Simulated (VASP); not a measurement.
# Al2C3 (P6/mmm) in VASP: notebook, part 2 of 3

VASP 6.6.1. Earlier steps stand in the parts before.

**3. Single point, PBE**

This run uses another cell than the first one, of 15.57 Å³/atom, 1.302 times its volume.

INCAR

```
PREC = Accurate
ENCUT = 520
EDIFF = 1E-7
ISMEAR = 0
SIGMA = 0.1
LREAL = False
LASPH = True
NELM = 100
ALGO = Normal
ISIF = 2
LWAVE = False
LCHARG = False
GGA = PE
NBANDS = 17
```

KPOINTS

```
Automatic mesh
0
Gamma
  6 6 4
```

POSCAR

```
Al2C3
1.0
    4.3383396600      0.0000000000      0.0000000000
   -2.1691698300      3.7571123500      0.0000000000
    0.0000000000      0.0000000000      4.7774134100
Al C
2 3
Direct
    0.0000000000      0.0000000000      0.7629886600
    0.0000000000      0.0000000000      0.2370113400
    0.5000000000      0.0000000000      0.0000000000
    0.0000000000      0.5000000000      0.0000000000
    0.5000000000      0.5000000000      0.0000000000
```

Potentials or basis: VASP PAW PBE potentials, release 64 (Al, C).

The run is started by

```
cat potpaw_PBE.64/Al/POTCAR potpaw_PBE.64/C/POTCAR > POTCAR
mpirun -np 1 vasp_std > vasp.out
```

OUTCAR:

```text
PREC = Accurate
   ENCUT = 520
   EDIFF = 1E-7
   ISMEAR = 0
   LREAL = False
   LASPH = True
   NELM = 100
   ISIF = 2
   GGA = PE

 ion  position               nearest neighbor table
   1  0.000  0.000  0.763-   2 2.26   4 2.45   5 2.45   4 2.45   5 2.45   3 2.45   3 2.45   2 2.51

   2  0.000  0.000  0.237-   1 2.26   4 2.45   5 2.45   4 2.45   5 2.45   3 2.45   3 2.45   1 2.51

   3  0.500  0.000  0.000-   1 2.45   2 2.45   1 2.45   2 2.45
   4  0.000  0.500  0.000-   1 2.45   2 2.45   1 2.45   2 2.45
   5  0.500  0.500  0.000-   1 2.45   2 2.45   1 2.45   2 2.45

  LATTYP: Found a hexagonal cell.
 ALAT       =     4.3383396600
 C/A-ratio  =     1.1012077856

  Lattice vectors:

 A1 = (   4.3383396600,   0.0000000000,   0.0000000000)
 A2 = (  -2.1691698300,   3.7571123500,   0.0000000000)
 A3 = (   0.0000000000,   0.0000000000,   4.7774134100)

Analysis of symmetry for initial positions (statically):
=====================================================================
 Subroutine PRICEL returns:
 Original cell was already a primitive cell.

 Routine SETGRP: Setting up the symmetry group for a
 hexagonal supercell.

 Subroutine GETGRP returns: Found 24 space group operations
 (whereof 24 operations were pure point group operations)
 out of a pool of 24 trial point group operations.

The static configuration has the point symmetry D_6h.

Analysis of symmetry for dynamics (positions and initial velocities):
=====================================================================
 Subroutine PRICEL returns:
 Original cell was already a primitive cell.

 Routine SETGRP: Setting up the symmetry group for a
 hexagonal supercell.

 Subroutine GETGRP returns: Found 24 space group operations
 (whereof 24 operations were pure point group operations)
 out of a pool of 24 trial point group operations.

The dynamic configuration has the point symmetry D_6h.

 Subroutine INISYM returns: Found 24 space group operations
 (whereof 24 operations are pure point group operations),
 and found     1 'primitive' translations

----------------------------------------------------------------------------------------

                                     Primitive cell

  volume of cell :      77.8701

  direct lattice vectors                    reciprocal lattice vectors
     4.338339660  0.000000000  0.000000000     0.230502929  0.133080928  0.000000000
    -2.169169830  3.757112350  0.000000000     0.000000000  0.266161857  0.000000000
     0.000000000  0.000000000  4.777413410     0.000000000  0.000000000  0.209318289

  length of vectors
     4.338339660  4.338339655  4.777413410     0.266161857  0.266161857  0.209318289

  position of ions in fractional coordinates (direct lattice)
     0.000000000  0.000000000  0.762988660
     0.000000000  0.000000000  0.237011340
     0.500000000  0.000000000  0.000000000
     0.000000000  0.500000000  0.000000000
     0.500000000  0.500000000  0.000000000

  ion indices of the primitive-cell ions
   primitive index   ion index
                 1           1
                 2           2
                 3           3
[... 26 lines left out ...]

 Found     21 irreducible k-points:

 Following reciprocal coordinates:
            Coordinates               Weight
  0.000000  0.000000  0.000000      1.000000
  0.166667  0.000000  0.000000      6.000000
  0.333333  0.000000  0.000000      6.000000
  0.500000  0.000000  0.000000      3.000000
  0.166667  0.166667  0.000000      6.000000
  0.333333  0.166667  0.000000     12.000000
[... 13 lines left out ...]
  0.333333  0.166667  0.500000     12.000000
  0.333333  0.333333  0.500000      2.000000
   k-points           NKPTS =     21   k-points in BZ     NKDIM =     21   number of bands    NBANDS=     17
   number of dos      NEDOS =    301   number of ions     NIONS =      5
   total plane-waves  NPLWV =  36864
   dimension x,y,z NGX =    32 NGY =   32 NGZ =   36
   dimension x,y,z NGXF=    64 NGYF=   64 NGZF=   72
   ions per type =               2   3
   NGX,Y,Z   is equivalent  to a cutoff of  12.26, 12.26, 12.53 a.u.
   NGXF,Y,Z  is equivalent  to a cutoff of  24.52, 24.52, 25.05 a.u.
 SYSTEM =  unknown system
   PREC   = accura    normal or accurate (medium, high low for compatibility)
   ISTART =      0    job   : 0-new  1-cont  2-samecut
   ICHARG =      2    charge: 1-file 2-atom 10-const
   ISPIN  =      1    spin polarized calculation?
   LNONCOLLINEAR =      F non collinear calculations
   LSORBIT =      F    spin-orbit coupling
   LASPH  =      T    aspherical Exc in radial PAW
   ENCUT  =  520.0 eV  38.22 Ry    6.18 a.u.   8.07  8.07  8.88*2*pi/ulx,y,z
   NELM   =    100;   NELMIN=  2; NELMDL= -5     # of ELM steps
   EDIFF  = 0.1E-06   stopping-criterion for ELM
   LREAL  =      F    real-space projection
   EDIFFG = 0.1E-05   stopping-criterion for IOM
   NSW    =      0    number of steps for IOM
   IBRION =     -1    ionic relax: 0-MD 1-quasi-New 2-CG
   NFREE  =      0    steps in history (QN), initial steepest desc. (CG)
   ISIF   =      2    stress and relaxation
   ISYM   =      2    0-nonsym 1-usesym 2-fastsym
   POTIM  = 0.5000    time-step for ionic-motion
   TEBEG  =    0.0;   TEEND  =   0.0 temperature during run
   PSTRESS=    0.0 pullay stress
   NELECT =      18.0000    total number of electrons
   NUPDOWN=      -1.0000    fix difference up-down
   EMIN   =  10.00;   EMAX   =-10.00  energy-range for DOS
   EFERMI =   0.00;   METHOD = LEGACY
   ISMEAR =     0;   SIGMA  =   0.10  broadening in eV -4-tet -1-fermi 0-gaus
   EFERMI_NEDOS =   21; number of points for ismear=-14 and -15
   IALGO  =     38    algorithm
   IMIX   =      4    mixing-type and parameters
     AMIX     =   0.40;   BMIX     =  1.00
     AMIX_MAG =   1.60;   BMIX_MAG =  1.00
  volume/ion in A,a.u.               =      15.57       105.10
  Fermi-wavevector in a.u.,A,eV,Ry     =   1.004713  1.898633 13.734385  1.009449
  Thomas-Fermi vector in A             =   2.137347
   LORBIT       =      0    0 simple, 1 ext, 2 COOP (PROOUT), +10 PAW based schemes
   GGA     = PE    functional components
   LHFCALC =     F    Hartree Fock is set to
   AEXX    =    0.0000 exact exchange contribution
   IVDW    =     0    specifies the selected vdW correction
   LEPSILON=     F    determine dielectric tensor
   LRPA    =     F    only Hartree local field effects (RPA)
 non-spin polarized calculation
 Gauss-broadening in eV      SIGMA  =   0.10
  energy-cutoff  :      520.00
  volume of cell :       77.87
 maximum number of plane-waves:      2108
   NGX = 17   NGY = 17   NGZ = 17

 number of electron      18.0000000 magnetization

 Free energy of the ion-electron system (eV)
  ---------------------------------------------------
  ext. energy  EPLUGINS =         0.00000000
  ---------------------------------------------------
  free energy    TOTEN  =       -22.78399133 eV

  energy without entropy =      -22.75450066  energy(sigma->0) =      -22.76924599

 E-fermi :   3.9345     XC(G=0):  -9.1921

 val. band max:        3.9322254455   @ k =   0.5000   0.0000   0.0000
 cond. band min:       3.9378824768   @ k =   0.5000   0.0000   0.2500
 fundamental gap:      0.0056570312
 Fermi energy:         3.9344995385

 k-point     1 :       0.0000    0.0000    0.0000
  band No.  band energies     occupation
      1     -10.2910      2.00000
      2      -2.8347      2.00000
      3      -2.8347      2.00000
      4      -1.6460      2.00000
      5      -1.2693      2.00000
      6      -1.2693      2.00000
[... 397 lines left out ...]
      4      -0.4605      2.00000
      5       0.9149      2.00000
      6       0.9149      2.00000
[... 9 lines left out ...]
     16       8.5646      0.00000
     17      10.5376      0.00000

------------------------ aborting loop because EDIFF is reached ----------------------------------------

  FORCE on cell =-STRESS in cart. coord.  units (eV):
  Direction    XX          YY          ZZ          XY          YZ          ZX
  --------------------------------------------------------------------------------------
  -------------------------------------------------------------------------------------
  Total      -10.3612893    -10.3612893      5.7342634      0.0000000      0.0000000      0.0000000
  in kB     -213.1836170   -213.1836164    117.9825178      0.0000000      0.0000000      0.0000000
  external PRESSURE =    -102.7949052 kB  Pullay stress =       0.0000000 kB

 VOLUME and BASIS-vectors are now :
 -----------------------------------------------------------------------------
  energy-cutoff  :      520.00
  volume of cell :       77.87
      direct lattice vectors                 reciprocal lattice vectors
     4.338339660  0.000000000  0.000000000     0.230502929  0.133080928  0.000000000
    -2.169169830  3.757112350  0.000000000     0.000000000  0.266161857  0.000000000
     0.000000000  0.000000000  4.777413410     0.000000000  0.000000000  0.209318289

 POSITION                                       TOTAL-FORCE (eV/Angst)
 -----------------------------------------------------------------------------------
      0.00000      0.00000      3.64511        -0.000000     -0.000000     -1.821480
      0.00000      0.00000      1.13230        -0.000000      0.000000      1.821480
      2.16917      0.00000      0.00000         0.000000      0.000000      0.000000
     -1.08458      1.87856      0.00000         0.000000      0.000000      0.000000
      1.08458      1.87856      0.00000         0.000000      0.000000      0.000000
 -----------------------------------------------------------------------------------
    total drift:                                0.000000      0.000000     -0.000000

  FREE ENERGIE OF THE ION-ELECTRON SYSTEM (eV)
  ---------------------------------------------------
  free  energy   TOTEN  =       -22.7839913282 eV

  energy  without entropy=      -22.7545006615  energy(sigma->0) =      -22.76924599
```

It took 17 s on 1 thread of AMD EPYC 9R45 (Zen 5), shared host; peak memory 0.15 GiB.

Results:

- Free energy: -22.7840 eV
- Pressure: -10.3 GPa
- Largest force: 1.821 eV/Å
- Band gap on the k mesh: zero (band 9 reaches 3.97 eV, above the bottom of band 10 at 2.89 eV)

Forces in eV/Å, atoms in the order of the input:
```
Al   0.000  0.000 -1.821
Al   0.000  0.000  1.821
C    0.000  0.000  0.000
C    0.000  0.000  0.000
C    0.000  0.000  0.000
```

Stress tensor (GPa, compression positive):
```
-21.32   0.00   0.00
  0.00 -21.32   0.00
  0.00   0.00  11.80
```

Caveat: forces of over 1 eV/Å act on the atoms, so gaps and moduli don't describe the material at rest.

**4. Relaxation of cell and atoms, PBE**

This run uses another cell than the first one, of 15.57 Å³/atom, 1.302 times its volume.

INCAR

```
SYSTEM = Al2C3
ALGO = Normal
EDIFF = 1E-6
EDIFFG = -0.04
ENCUT = 600
GGA = PE
IBRION = 2
ISIF = 3
ISMEAR = 0
LASPH = .TRUE.
LCHARG = .FALSE.
LREAL = .FALSE.
LWAVE = .FALSE.
NELM = 80
NSW = 90
PREC = Accurate
SIGMA = 0.1
```

KPOINTS

```
k-points
0
G
  6 6 4
  0 0 0
```

POSCAR is that of step 3.

The run is started by

```
cat potpaw_PBE.64/Al/POTCAR potpaw_PBE.64/C/POTCAR > POTCAR
mpirun -np 1 vasp_std > vasp.out
```

Run time: 1.9 min. Hardware: 1 thread of AMD EPYC 9R45 (Zen 5), shared host; peak memory 0.19 GiB.

It converged, with:

```yaml
Free_energy: -25.8108 eV
Relaxed_volume: 11.53 Å³/atom
Relaxed_cell: a = 3.507 Å, b = 3.507 Å, c = 5.413 Å, α = 90.00°, β = 90.00°, γ = 120.00°
Space_group_after_relaxing_to_0.05_Å: P6/mmm (No. 191)
Energy_gained_by_relaxing: 605.2 meV/atom
Ionic_steps: 13
Pressure_after_relaxing: 0.1 GPa
Largest_force_after_relaxing: 0.021 eV/Å
Band_gap_on_the_k_mesh: zero (band 9 reaches 8.57 eV, above the bottom of band 10 at 6.98 eV)
```

Forces in eV/Å, atoms in the order of the input:
```
Al   0.000  0.000 -0.021
Al   0.000  0.000  0.021
C    0.000  0.000  0.000
C    0.000  0.000  0.000
C    0.000  0.000  0.000
```

Stress tensor (GPa, compression positive):
```
0.17 0.00 0.00
0.00 0.17 0.00
0.00 0.00 0.06
```

Step by step:
| step | energy change (eV) | largest force (eV/Å) | pressure (GPa) | volume (Å³) |
| --- | --- | --- | --- | --- |
| 1 | 0.0000 | 1.8213 | -10.33 | 77.87 |
| 2 | -2.4438 | 0.4218 | -8.84 | 66.52 |
| 3 | -2.8246 | 1.1849 | -6.07 | 62.63 |
| 4 | -2.9533 | 0.7123 | 5.68 | 54.93 |
| 5 | -2.9821 | 0.7238 | -0.46 | 57.54 |
| 6 | -2.9873 | 0.7720 | 0.97 | 56.73 |
| 7 | -3.0129 | 0.3982 | 2.03 | 56.97 |
| 8 | -3.0156 | 0.1347 | 1.63 | 56.91 |
| 9 | -3.0244 | 0.0706 | -0.55 | 58.02 |
| 10 | -3.0244 | 0.0716 | -0.49 | 58.00 |
| 11 | -3.0254 | 0.0128 | -0.46 | 57.96 |
| 12 | -3.0257 | 0.0161 | -0.48 | 57.97 |
| 13 | -3.0261 | 0.0207 | 0.13 | 57.67 |

Final structure:
```
Al C
1.0
     3.50730    0.00000    0.00000
    -1.75365    3.03741    0.00000
     0.00000    0.00000    5.41345
Al C
2 3
Direct
  0.00000 0.00000 0.73422
  0.00000 0.00000 0.26578
  0.50000 0.00000 0.00000
  0.00000 0.50000 0.00000
  0.50000 0.50000 0.00000
```

Levels at points of the mesh, in eV from the Fermi level:
| k point | band 6 | band 7 | band 8 | band 9 | band 10 | band 11 | band 12 | band 13 |
| --- | --- | --- | --- | --- | --- | --- | --- | --- |
| (0.00, 0.00, 0.00) | -6.25 | -4.88 | -4.88 | 1.29 | 1.29 | 1.95 | 3.61 | 6.03 |
| (0.50, 0.00, 0.00) | -4.90 | -3.46 | -1.26 | -0.04 | 1.13 | 3.24 | 4.19 | 4.27 |
| (0.00, 0.00, 0.50) | -4.87 | -4.87 | -3.87 | -0.85 | 1.19 | 1.19 | 2.42 | 5.26 |
| (0.50, 0.00, 0.50) | -5.98 | -1.47 | -0.34 | 1.03 | 1.13 | 1.98 | 2.84 | 4.31 |

Caveat: the volume moved by over 15 % at a fixed basis, so the end points are rough.

(Continued in part 3 of 3.)
